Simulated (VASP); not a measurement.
# MnO (Fm-3m) in VASP: single point with PBE

Aim: the single point of MnO with PBE.

All numbers are computed with VASP 6.6.1; they aren't measurements. Logs are shortened: lines on timing, memory, paths and dates and some standing lists are left out, and cuts for length are marked.

## (1) The cell of the first run

Symmetry: Fm-3m, No. 225, cubic system. The conventional cell has a = 4.047 Å, b = 4.047 Å, c = 4.047 Å, α = 90.00°, β = 90.00°, γ = 90.00°. Within 2.7 Å of Mn (site symmetry m-3m) lie 6 O at 2.02 Å. O (site symmetry m-3m) has 6 Mn at 2.02 Å within 2.7 Å.

## (2) Single point, PBE (8.28 Å³/atom)

The input, INCAR:

```
PREC = Accurate
ENCUT = 700
EDIFF = 1E-6
ISMEAR = 0
SIGMA = 0.05
LREAL = F
LASPH = T
NELM = 120
ALGO = Normal
ISIF = 2
LWAVE = F
LCHARG = F
GGA = PE
NBANDS = 18
GGA_COMPAT = F
```

The input, KPOINTS:

```
regular mesh
0
Gamma
  14 14 14
```

The input, POSCAR:

```
MnO
1.0
    0.0000000000      2.0233794126      2.0233794126
    2.0233794126      0.0000000000      2.0233794126
    2.0233794126      2.0233794126      0.0000000000
Mn O
1 1
Direct
    0.0000000000      0.0000000000      0.0000000000
    0.5000000000      0.5000000000      0.5000000000
```

Potentials or basis: VASP PAW PBE potentials, release 64 (Mn_sv, O).

Started as:

```sh
$ cat potpaw_PBE.64/Mn_sv/POTCAR potpaw_PBE.64/O/POTCAR > POTCAR
$ mpirun -np 1 vasp_std > vasp.out
```

OUTCAR:

```text
PREC = Accurate
   ENCUT = 700
   EDIFF = 1E-6
   ISMEAR = 0
   LREAL = F
   LASPH = T
   NELM = 120
   ISIF = 2
   GGA = PE

 ion  position               nearest neighbor table
   1  0.000  0.000  0.000-   2 2.02   2 2.02   2 2.02   2 2.02   2 2.02   2 2.02
   2  0.500  0.500  0.500-   1 2.02   1 2.02   1 2.02   1 2.02   1 2.02   1 2.02

  LATTYP: Found a face centered cubic cell.
 ALAT       =     4.0467588252

  Lattice vectors:

 A1 = (   0.0000000000,   2.0233794126,   2.0233794126)
 A2 = (   2.0233794126,   0.0000000000,   2.0233794126)
 A3 = (   2.0233794126,   2.0233794126,   0.0000000000)

Analysis of symmetry for initial positions (statically):
=====================================================================
 Subroutine PRICEL returns:
 Original cell was already a primitive cell.

 Routine SETGRP: Setting up the symmetry group for a
 face centered cubic supercell.

 Subroutine GETGRP returns: Found 48 space group operations
 (whereof 48 operations were pure point group operations)
 out of a pool of 48 trial point group operations.

The static configuration has the point symmetry O_h .

Analysis of symmetry for dynamics (positions and initial velocities):
=====================================================================
 Subroutine PRICEL returns:
 Original cell was already a primitive cell.

 Routine SETGRP: Setting up the symmetry group for a
 face centered cubic supercell.

 Subroutine GETGRP returns: Found 48 space group operations
 (whereof 48 operations were pure point group operations)
 out of a pool of 48 trial point group operations.

The dynamic configuration has the point symmetry O_h .

 Subroutine INISYM returns: Found 48 space group operations
 (whereof 48 operations are pure point group operations),
 and found     1 'primitive' translations

----------------------------------------------------------------------------------------

                                     Primitive cell

  volume of cell :      16.5677

  direct lattice vectors                    reciprocal lattice vectors
     0.000000000  2.023379413  2.023379413    -0.247111341  0.247111341  0.247111341
     2.023379413  0.000000000  2.023379413     0.247111341 -0.247111341  0.247111341
     2.023379413  2.023379413  0.000000000     0.247111341  0.247111341 -0.247111341

  length of vectors
     2.861490607  2.861490607  2.861490607     0.428009398  0.428009398  0.428009398

  position of ions in fractional coordinates (direct lattice)
     0.000000000  0.000000000  0.000000000
     0.500000000  0.500000000  0.500000000

  ion indices of the primitive-cell ions
   primitive index   ion index
                 1           1
                 2           2

----------------------------------------------------------------------------------------

 KPOINTS: regular mesh

Automatic generation of k-mesh.
 Grid dimensions read from file:
 generate k-points for:   14   14   14

 Generating k-lattice:

  Cartesian coordinates                     Fractional coordinates (reciprocal lattice)
    -0.017650810  0.017650810  0.017650810     0.071428571  0.000000000  0.000000000
     0.017650810 -0.017650810  0.017650810     0.000000000  0.071428571  0.000000000
     0.017650810  0.017650810 -0.017650810     0.000000000  0.000000000  0.071428571

  Length of vectors
     0.030572100  0.030572100  0.030572100

  Shift w.r.t. Gamma in fractional coordinates (k-lattice)
     0.000000000  0.000000000  0.000000000

 Subroutine IBZKPT returns following result:
 ===========================================

 Found    104 irreducible k-points:

 Following reciprocal coordinates:
            Coordinates               Weight
  0.000000  0.000000  0.000000      1.000000
  0.071429  0.000000  0.000000      8.000000
  0.142857  0.000000  0.000000      8.000000
  0.214286  0.000000  0.000000      8.000000
  0.285714  0.000000  0.000000      8.000000
  0.357143  0.000000  0.000000      8.000000
[... 16 lines left out ...]
  0.214286  0.142857  0.000000     24.000000
  0.285714  0.142857  0.000000     24.000000
 [... further k-points ...]
   k-points           NKPTS =    104   k-points in BZ     NKDIM =    104   number of bands    NBANDS=     18
   number of dos      NEDOS =    301   number of ions     NIONS =      2
   total plane-waves  NPLWV =  21952
   dimension x,y,z NGX =    28 NGY =   28 NGZ =   28
   dimension x,y,z NGXF=    56 NGYF=   56 NGZF=   56
   ions per type =               1   1
   NGX,Y,Z   is equivalent  to a cutoff of  16.27, 16.27, 16.27 a.u.
   NGXF,Y,Z  is equivalent  to a cutoff of  32.53, 32.53, 32.53 a.u.
 SYSTEM =  unknown system
   PREC   = accura    normal or accurate (medium, high low for compatibility)
   ISTART =      0    job   : 0-new  1-cont  2-samecut
   ICHARG =      2    charge: 1-file 2-atom 10-const
   ISPIN  =      1    spin polarized calculation?
   LNONCOLLINEAR =      F non collinear calculations
   LSORBIT =      F    spin-orbit coupling
   LASPH  =      T    aspherical Exc in radial PAW
   ENCUT  =  700.0 eV  51.45 Ry    7.17 a.u.   6.17  6.17  6.17*2*pi/ulx,y,z
   NELM   =    120;   NELMIN=  2; NELMDL= -5     # of ELM steps
   EDIFF  = 0.1E-05   stopping-criterion for ELM
   LREAL  =      F    real-space projection
   EDIFFG = 0.1E-04   stopping-criterion for IOM
   NSW    =      0    number of steps for IOM
   IBRION =     -1    ionic relax: 0-MD 1-quasi-New 2-CG
   NFREE  =      0    steps in history (QN), initial steepest desc. (CG)
   ISIF   =      2    stress and relaxation
   ISYM   =      2    0-nonsym 1-usesym 2-fastsym
   POTIM  = 0.5000    time-step for ionic-motion
   TEBEG  =    0.0;   TEEND  =   0.0 temperature during run
   PSTRESS=    0.0 pullay stress
   NELECT =      21.0000    total number of electrons
   NUPDOWN=      -1.0000    fix difference up-down
   EMIN   =  10.00;   EMAX   =-10.00  energy-range for DOS
   EFERMI =   0.00;   METHOD = LEGACY
   ISMEAR =     0;   SIGMA  =   0.05  broadening in eV -4-tet -1-fermi 0-gaus
   EFERMI_NEDOS =   21; number of points for ismear=-14 and -15
   IALGO  =     38    algorithm
   IMIX   =      4    mixing-type and parameters
     AMIX     =   0.40;   BMIX     =  1.00
     AMIX_MAG =   1.60;   BMIX_MAG =  1.00
  volume/ion in A,a.u.               =       8.28        55.90
  Fermi-wavevector in a.u.,A,eV,Ry     =   1.771715  3.348056 42.708349  3.138975
  Thomas-Fermi vector in A             =   2.838251
   LORBIT       =      0    0 simple, 1 ext, 2 COOP (PROOUT), +10 PAW based schemes
   GGA     = PE    functional components
   LHFCALC =     F    Hartree Fock is set to
   AEXX    =    0.0000 exact exchange contribution
   IVDW    =     0    specifies the selected vdW correction
   LEPSILON=     F    determine dielectric tensor
   LRPA    =     F    only Hartree local field effects (RPA)
 non-spin polarized calculation
 Gauss-broadening in eV      SIGMA  =   0.05
  energy-cutoff  :      700.00
  volume of cell :       16.57
 maximum number of plane-waves:       725
 NGX is ok and might be reduce to    28
   NGX = 13   NGY = 13   NGZ = 13

 number of electron      21.0000009 magnetization

 Free energy of the ion-electron system (eV)
  ---------------------------------------------------
  ext. energy  EPLUGINS =         0.00000000
  ---------------------------------------------------
  free energy    TOTEN  =       -14.92926930 eV

  energy without entropy =      -14.92259519  energy(sigma->0) =      -14.92593225

 E-fermi :  13.2594     XC(G=0): -13.7543

 val. band max:       13.2576368890   @ k =   0.4286   0.1429   0.0000
 cond. band min:      13.2680395494   @ k =  -0.4286   0.1429   0.0714
 fundamental gap:      0.0104026604
 Fermi energy:        13.2593780807

 k-point     1 :       0.0000    0.0000    0.0000
  band No.  band energies     occupation
      1     -66.3134      2.00000
      2     -35.0291      2.00000
      3     -35.0291      2.00000
      4     -35.0291      2.00000
      5      -9.4255      2.00000
      6       8.2638      2.00000
[... 10 lines left out ...]
     17      33.0666      0.00000
     18      33.0666      0.00000

 k-point     2 :       0.0714    0.0000    0.0000
  band No.  band energies     occupation
      1     -66.3120      2.00000
      2     -35.0405      2.00000
      3     -35.0303      2.00000
      4     -35.0302      2.00000
      5      -9.3552      2.00000
      6       7.8610      2.00000
[... 10 lines left out ...]
     17      32.9523      0.00000
     18      33.2074      0.00000

 k-point     3 :       0.1429    0.0000    0.0000
  band No.  band energies     occupation
      1     -66.3079      2.00000
      2     -35.0728      2.00000
      3     -35.0336      2.00000
      4     -35.0336      2.00000
      5      -9.1536      2.00000
      6       6.9152      2.00000
[... 10 lines left out ...]
     17      32.4798      0.00000
     18      33.6863      0.00000

 k-point     4 :       0.2143    0.0000    0.0000
  band No.  band energies     occupation
      1     -66.3021      2.00000
      2     -35.1191      2.00000
      3     -35.0385      2.00000
      4     -35.0385      2.00000
      5      -8.8483      2.00000
      6       5.7921      2.00000
[... 375 lines left out ...]
      4     -35.0438      2.00000
      5      -9.0830      2.00000
      6       6.3051      2.00000
[... 10 lines left out ...]
     17      31.7575      0.00000
     18      33.3292      0.00000

 k-point    23 :       0.2143    0.1429    0.0000
  band No.  band energies     occupation
      1     -66.3018      2.00000
      2     -35.0992      2.00000
      3     -35.0509      2.00000
      4     -35.0484      2.00000
      5      -8.8794      2.00000
      6       5.6570      2.00000
[... 10 lines left out ...]
     17      31.2482      0.00000
     18      32.5639      0.00000

 k-point    24 :       0.2857    0.1429    0.0000
  band No.  band energies     occupation
      1     -66.2961      2.00000
      2     -35.1408      2.00000
      3     -35.0575      2.00000
      4     -35.0537      2.00000
      5      -8.5997      2.00000
      6       4.9915      2.00000
[... 10 lines left out ...]
     17      30.5812      0.00000
     18      33.1617      0.00000

 [... further k-points ...]

------------------------ aborting loop because EDIFF is reached ----------------------------------------

  FORCE on cell =-STRESS in cart. coord.  units (eV):
  Direction    XX          YY          ZZ          XY          YZ          ZX
  --------------------------------------------------------------------------------------
  -------------------------------------------------------------------------------------
  Total        1.0430225      1.0430225      1.0430225     -0.0000000      0.0000000     -0.0000000
  in kB      100.8654113    100.8654113    100.8654113     -0.0000000      0.0000000     -0.0000000
  external PRESSURE =     100.8654113 kB  Pullay stress =       0.0000000 kB

 VOLUME and BASIS-vectors are now :
 -----------------------------------------------------------------------------
  energy-cutoff  :      700.00
  volume of cell :       16.57
      direct lattice vectors                 reciprocal lattice vectors
     0.000000000  2.023379413  2.023379413    -0.247111341  0.247111341  0.247111341
     2.023379413  0.000000000  2.023379413     0.247111341 -0.247111341  0.247111341
     2.023379413  2.023379413  0.000000000     0.247111341  0.247111341 -0.247111341

 POSITION                                       TOTAL-FORCE (eV/Angst)
 -----------------------------------------------------------------------------------
      0.00000      0.00000      0.00000        -0.000000      0.000000      0.000000
      2.02338      2.02338      2.02338         0.000000     -0.000000     -0.000000
 -----------------------------------------------------------------------------------
    total drift:                                0.000000      0.000000      0.000000

  FREE ENERGIE OF THE ION-ELECTRON SYSTEM (eV)
  ---------------------------------------------------
  free  energy   TOTEN  =       -14.9292693046 eV

  energy  without entropy=      -14.9225951906  energy(sigma->0) =      -14.92593225
```

It took 30 s on 1 thread of Intel Xeon 6975P-C (Granite Rapids), shared host; peak memory 0.18 GiB.

Results:

```yaml
Free_energy: -14.9293 eV
Pressure: 10.1 GPa
Band_gap_on_the_k_mesh: zero (an odd number of electrons rules out a gap without spin polarisation)
```

Caveat: the cell stands under pressure; an odd number of electrons without spin polarisation forces a metal; a magnetic or distorted state may lie lower; the run has no spin polarisation, though such a crystal can be magnetic; semilocal functionals often make such compounds metallic where correlation or magnetic order opens a gap, which also shifts bond lengths.
